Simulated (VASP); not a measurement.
# AlAs (m.bB) (F-43m) in VASP: further runs

AlAs (m.bB) is run at these levels: PBE; tasks: single point.

Everything below comes from runs of VASP 6.6.1. Logs are shortened: lines on timing, memory, paths and dates and some standing lists are left out, and cuts for length are marked.

## (1) The cell of the first run

It takes space group F-43m (No. 216, cubic). The conventional cell has a = 5.728 Å, b = 5.728 Å, c = 5.728 Å, α = 90.00°, β = 90.00°, γ = 90.00°. Within 3.3 Å of Al (site symmetry -43m) lie 4 As at 2.48 Å. As (site symmetry -43m) has 4 Al at 2.48 Å within 3.3 Å.

## (2) Single point, PBE

Contents of INCAR:

```
PREC = Accurate
ENCUT = 500
EDIFF = 1E-6
ISMEAR = 0
SIGMA = 0.02
LREAL = False
LASPH = True
NELM = 120
ALGO = Normal
ISIF = 2
LWAVE = False
LCHARG = True
GGA = PE
LELF = True
LVHAR = True
NBANDS = 11
GGA_COMPAT = False
```

Contents of KPOINTS:

```
regular mesh
0
Gamma
  8 8 8
```

Contents of POSCAR:

```
AlAs
1.0
    0.0000000000      2.8638561902      2.8638561902
    2.8638561902      0.0000000000      2.8638561902
    2.8638561902      2.8638561902      0.0000000000
Al As
1 1
Direct
    0.0000000000      0.0000000000      0.0000000000
    0.2500000000      0.2500000000      0.2500000000
```

Potentials or basis: VASP PAW PBE potentials, release 64 (Al, As).

Run with:

```
$ cat potpaw_PBE.64/Al/POTCAR potpaw_PBE.64/As/POTCAR > POTCAR
$ mpirun -np 1 vasp_std > vasp.out
```

OUTCAR:

```text
PREC = Accurate
   ENCUT = 500
   EDIFF = 1E-6
   ISMEAR = 0
   LREAL = False
   LASPH = True
   NELM = 120
   ISIF = 2
   GGA = PE

 ion  position               nearest neighbor table
   1  0.000  0.000  0.000-   2 2.48   2 2.48   2 2.48   2 2.48
   2  0.250  0.250  0.250-   1 2.48   1 2.48   1 2.48   1 2.48

  LATTYP: Found a face centered cubic cell.
 ALAT       =     5.7277123804

  Lattice vectors:

 A1 = (   0.0000000000,   2.8638561902,   2.8638561902)
 A2 = (   2.8638561902,   0.0000000000,   2.8638561902)
 A3 = (   2.8638561902,   2.8638561902,   0.0000000000)

Analysis of symmetry for initial positions (statically):
=====================================================================
 Subroutine PRICEL returns:
 Original cell was already a primitive cell.

 Routine SETGRP: Setting up the symmetry group for a
 face centered cubic supercell.

 Subroutine GETGRP returns: Found 24 space group operations
 (whereof 24 operations were pure point group operations)
 out of a pool of 48 trial point group operations.

The static configuration has the point symmetry T_d .

Analysis of symmetry for dynamics (positions and initial velocities):
=====================================================================
 Subroutine PRICEL returns:
 Original cell was already a primitive cell.

 Routine SETGRP: Setting up the symmetry group for a
 face centered cubic supercell.

 Subroutine GETGRP returns: Found 24 space group operations
 (whereof 24 operations were pure point group operations)
 out of a pool of 48 trial point group operations.

The dynamic configuration has the point symmetry T_d .

 Subroutine INISYM returns: Found 24 space group operations
 (whereof 24 operations are pure point group operations),
 and found     1 'primitive' translations

----------------------------------------------------------------------------------------

                                     Primitive cell

  volume of cell :      46.9768

  direct lattice vectors                    reciprocal lattice vectors
     0.000000000  2.863856190  2.863856190    -0.174589772  0.174589772  0.174589772
     2.863856190  0.000000000  2.863856190     0.174589772 -0.174589772  0.174589772
     2.863856190  2.863856190  0.000000000     0.174589772  0.174589772 -0.174589772

  length of vectors
     4.050104265  4.050104265  4.050104265     0.302398356  0.302398356  0.302398356

  position of ions in fractional coordinates (direct lattice)
     0.000000000  0.000000000  0.000000000
     0.250000000  0.250000000  0.250000000

  ion indices of the primitive-cell ions
   primitive index   ion index
                 1           1
                 2           2

----------------------------------------------------------------------------------------

 KPOINTS: regular mesh

Automatic generation of k-mesh.
 Grid dimensions read from file:
 generate k-points for:    8    8    8

 Generating k-lattice:

  Cartesian coordinates                     Fractional coordinates (reciprocal lattice)
    -0.021823722  0.021823722  0.021823722     0.125000000  0.000000000  0.000000000
     0.021823722 -0.021823722  0.021823722     0.000000000  0.125000000  0.000000000
     0.021823722  0.021823722 -0.021823722     0.000000000  0.000000000  0.125000000

  Length of vectors
     0.037799795  0.037799795  0.037799795

  Shift w.r.t. Gamma in fractional coordinates (k-lattice)
     0.000000000  0.000000000  0.000000000

 Subroutine IBZKPT returns following result:
 ===========================================

 Found     29 irreducible k-points:

 Following reciprocal coordinates:
            Coordinates               Weight
  0.000000  0.000000  0.000000      1.000000
  0.125000  0.000000  0.000000      8.000000
  0.250000  0.000000  0.000000      8.000000
  0.375000  0.000000  0.000000      8.000000
  0.500000  0.000000  0.000000      4.000000
  0.125000  0.125000  0.000000      6.000000
[... 16 lines left out ...]
  0.500000  0.250000  0.125000     48.000000
 -0.375000  0.250000  0.125000     24.000000
 [... further k-points ...]
   k-points           NKPTS =     29   k-points in BZ     NKDIM =     29   number of bands    NBANDS=     11
   number of dos      NEDOS =    301   number of ions     NIONS =      2
   total plane-waves  NPLWV =  27000
   dimension x,y,z NGX =    30 NGY =   30 NGZ =   30
   dimension x,y,z NGXF=    60 NGYF=   60 NGZF=   60
   ions per type =               1   1
   NGX,Y,Z   is equivalent  to a cutoff of  12.31, 12.31, 12.31 a.u.
   NGXF,Y,Z  is equivalent  to a cutoff of  24.63, 24.63, 24.63 a.u.
 SYSTEM =  unknown system
   PREC   = accura    normal or accurate (medium, high low for compatibility)
   ISTART =      0    job   : 0-new  1-cont  2-samecut
   ICHARG =      2    charge: 1-file 2-atom 10-const
   ISPIN  =      1    spin polarized calculation?
   LNONCOLLINEAR =      F non collinear calculations
   LSORBIT =      F    spin-orbit coupling
   LASPH  =      T    aspherical Exc in radial PAW
   ENCUT  =  500.0 eV  36.75 Ry    6.06 a.u.   7.38  7.38  7.38*2*pi/ulx,y,z
   NELM   =    120;   NELMIN=  2; NELMDL= -5     # of ELM steps
   EDIFF  = 0.1E-05   stopping-criterion for ELM
   LREAL  =      F    real-space projection
   EDIFFG = 0.1E-04   stopping-criterion for IOM
   NSW    =      0    number of steps for IOM
   IBRION =     -1    ionic relax: 0-MD 1-quasi-New 2-CG
   NFREE  =      0    steps in history (QN), initial steepest desc. (CG)
   ISIF   =      2    stress and relaxation
   ISYM   =      2    0-nonsym 1-usesym 2-fastsym
   POTIM  = 0.5000    time-step for ionic-motion
   TEBEG  =    0.0;   TEEND  =   0.0 temperature during run
   PSTRESS=    0.0 pullay stress
   NELECT =       8.0000    total number of electrons
   NUPDOWN=      -1.0000    fix difference up-down
   EMIN   =  10.00;   EMAX   =-10.00  energy-range for DOS
   EFERMI =   0.00;   METHOD = LEGACY
   ISMEAR =     0;   SIGMA  =   0.02  broadening in eV -4-tet -1-fermi 0-gaus
   EFERMI_NEDOS =   21; number of points for ismear=-14 and -15
   IALGO  =     38    algorithm
   IMIX   =      4    mixing-type and parameters
     AMIX     =   0.40;   BMIX     =  1.00
     AMIX_MAG =   1.60;   BMIX_MAG =  1.00
  volume/ion in A,a.u.               =      23.49       158.51
  Fermi-wavevector in a.u.,A,eV,Ry     =   0.907424  1.714783 11.203288  0.823418
  Thomas-Fermi vector in A             =   2.031230
   LORBIT       =      0    0 simple, 1 ext, 2 COOP (PROOUT), +10 PAW based schemes
   GGA     = PE    functional components
   LHFCALC =     F    Hartree Fock is set to
   AEXX    =    0.0000 exact exchange contribution
   IVDW    =     0    specifies the selected vdW correction
   LEPSILON=     F    determine dielectric tensor
   LRPA    =     F    only Hartree local field effects (RPA)
 non-spin polarized calculation
 Gauss-broadening in eV      SIGMA  =   0.02
  energy-cutoff  :      500.00
  volume of cell :       46.98
 maximum number of plane-waves:      1243
 NGX is ok and might be reduce to    30
   NGX = 15   NGY = 15   NGZ = 15

 number of electron       7.9999999 magnetization

 Free energy of the ion-electron system (eV)
  ---------------------------------------------------
  ext. energy  EPLUGINS =         0.00000000
  ---------------------------------------------------
  free energy    TOTEN  =        -9.38797866 eV

  energy without entropy =       -9.38797866  energy(sigma->0) =       -9.38797866

 E-fermi :   3.6751     XC(G=0):  -8.9050

 val. band max:        3.5946392256   @ k =   0.0000   0.0000   0.0000
 cond. band min:       5.0889167544   @ k =   0.5000   0.5000   0.0000
 fundamental gap:      1.4942775287
 Fermi energy:         3.6751236292

 k-point     1 :       0.0000    0.0000    0.0000
  band No.  band energies     occupation
      1      -8.0765      2.00000
      2       3.5946      2.00000
      3       3.5946      2.00000
      4       3.5946      2.00000
      5       5.3780      0.00000
      6       7.8218      0.00000
      7       7.8218      0.00000
      8       7.8218      0.00000
      9      12.2778      0.00000
     10      12.5371      0.00000
     11      12.5371      0.00000

 k-point     2 :       0.1250    0.0000    0.0000
  band No.  band energies     occupation
      1      -7.9305      2.00000
      2       2.1701      2.00000
      3       3.4391      2.00000
      4       3.4391      2.00000
      5       6.1773      0.00000
      6       8.0948      0.00000
      7       8.0948      0.00000
      8       8.1794      0.00000
      9      11.9550      0.00000
     10      11.9550      0.00000
     11      12.9978      0.00000

 k-point     3 :       0.2500    0.0000    0.0000
  band No.  band energies     occupation
      1      -7.5268      2.00000
      2       0.2703      2.00000
      3       3.1309      2.00000
      4       3.1309      2.00000
      5       6.0627      0.00000
      6       8.4398      0.00000
      7       8.4398      0.00000
      8       9.8421      0.00000
      9      11.8450      0.00000
     10      11.8450      0.00000
     11      12.8858      0.00000

 k-point     4 :       0.3750    0.0000    0.0000
  band No.  band energies     occupation
      1      -7.0091      2.00000
      2      -1.2183      2.00000
      3       2.8839      2.00000
      4       2.8839      2.00000
      5       5.7338      0.00000
      6       8.3532      0.00000
      7       8.3532      0.00000
      8      11.1878      0.00000
      9      13.0882      0.00000
     10      13.0882      0.00000
     11      13.1120      0.00000
[... 239 lines left out ...]
 k-point    22 :       0.3750    0.2500    0.1250
  band No.  band energies     occupation
      1      -7.1899      2.00000
      2      -0.1164      2.00000
      3       1.7147      2.00000
      4       2.6510      2.00000
      5       7.1494      0.00000
      6       7.6970      0.00000
      7       8.8674      0.00000
      8       9.9916      0.00000
      9      11.6329      0.00000
     10      13.8713      0.00000
     11      15.3785      0.00000

 k-point    23 :       0.5000    0.2500    0.1250
  band No.  band energies     occupation
      1      -6.7257      2.00000
      2      -1.0858      2.00000
      3       1.1434      2.00000
      4       2.2861      2.00000
      5       7.2017      0.00000
      6       7.9805      0.00000
      7       9.2835      0.00000
      8      10.3451      0.00000
      9      12.7646      0.00000
     10      13.9693      0.00000
     11      15.5883      0.00000

 k-point    24 :      -0.3750    0.2500    0.1250
  band No.  band energies     occupation
      1      -6.4885      2.00000
      2      -1.5394      2.00000
      3       0.9925      2.00000
      4       2.1114      2.00000
      5       7.1752      0.00000
      6       7.8056      0.00000
      7      10.1341      0.00000
      8      11.0979      0.00000
      9      11.8140      0.00000
     10      14.4582      0.00000
     11      15.6793      0.00000

 [... further k-points ...]
[... 5 lines left out ...]
  --------------------------------------------------------------------------------------
  -------------------------------------------------------------------------------------
  Total        0.0534173      0.0534173      0.0534173      0.0000000     -0.0000000      0.0000000
  in kB        1.8218328      1.8218328      1.8218328      0.0000000     -0.0000000      0.0000000
  external PRESSURE =       1.8218328 kB  Pullay stress =       0.0000000 kB

 VOLUME and BASIS-vectors are now :
 -----------------------------------------------------------------------------
  energy-cutoff  :      500.00
  volume of cell :       46.98
      direct lattice vectors                 reciprocal lattice vectors
     0.000000000  2.863856190  2.863856190    -0.174589772  0.174589772  0.174589772
     2.863856190  0.000000000  2.863856190     0.174589772 -0.174589772  0.174589772
     2.863856190  2.863856190  0.000000000     0.174589772  0.174589772 -0.174589772

 POSITION                                       TOTAL-FORCE (eV/Angst)
 -----------------------------------------------------------------------------------
      0.00000      0.00000      0.00000        -0.000000      0.000000      0.000000
      1.43193      1.43193      1.43193         0.000000     -0.000000     -0.000000
 -----------------------------------------------------------------------------------
    total drift:                               -0.000000     -0.000000      0.000000

  FREE ENERGIE OF THE ION-ELECTRON SYSTEM (eV)
  ---------------------------------------------------
  free  energy   TOTEN  =        -9.3879786597 eV

  energy  without entropy=       -9.3879786597  energy(sigma->0) =       -9.38797866
```

It took 22 s on 1 thread of Intel Xeon 8259CL, shared host; peak memory 0.17 GiB.

Results:

```
Free energy            : -9.3880 eV
Pressure               : 0.2 GPa
Band gap on the k mesh : 1.49 eV, indirect (least direct gap 1.78 eV)
```

A k mesh can miss the band edges.

## (3) Single point, PBE

Contents of INCAR:

```
SYSTEM = AlAs
  PREC = Accurate
  ENCUT = 500
  EDIFF = 1E-6
  ISMEAR = 0
  SIGMA = 0.02
  LREAL = .FALSE.
  LASPH = .TRUE.
  NELM = 120
  ALGO = Normal
  ISIF = 2
  LWAVE = .FALSE.
  LCHARG = .FALSE.
  GGA = PE
  NBANDS = 11
  GGA_COMPAT = .FALSE.
```

Contents of KPOINTS:

```
regular mesh
0
G
  8 8 8
  0 0 0
```

POSCAR is that of step 2.

Potentials or basis: VASP PAW PBE potentials, release 64 (Al, As).

Run with:

```
$ cat potpaw_PBE.64/Al/POTCAR potpaw_PBE.64/As/POTCAR > POTCAR
$ mpirun -np 1 vasp_std > vasp.out
```

It took 24 s on 1 thread of Intel Xeon 8259CL, shared host; peak memory 0.17 GiB.

It converged, with:

```
Free energy            : -9.3880 eV
Pressure               : 0.2 GPa
Band gap on the k mesh : 1.49 eV, indirect (least direct gap 1.78 eV)
```

Levels at points of the mesh, in eV from the valence-band top:
```
           k point  band 2  band 3  band 4  band 5  band 6  band 7
(0.00, 0.00, 0.00)    0.00    0.00    0.00    1.78    4.23    4.23
(0.50, 0.00, 0.00)   -5.42   -0.80   -0.80    2.01    4.65    4.65
(0.50, 0.50, 0.00)   -5.31   -2.10   -2.10    1.49    2.29   10.06
```

A k mesh can miss the band edges. A hybrid or GW would open this gap; PBE tends to underestimate it.
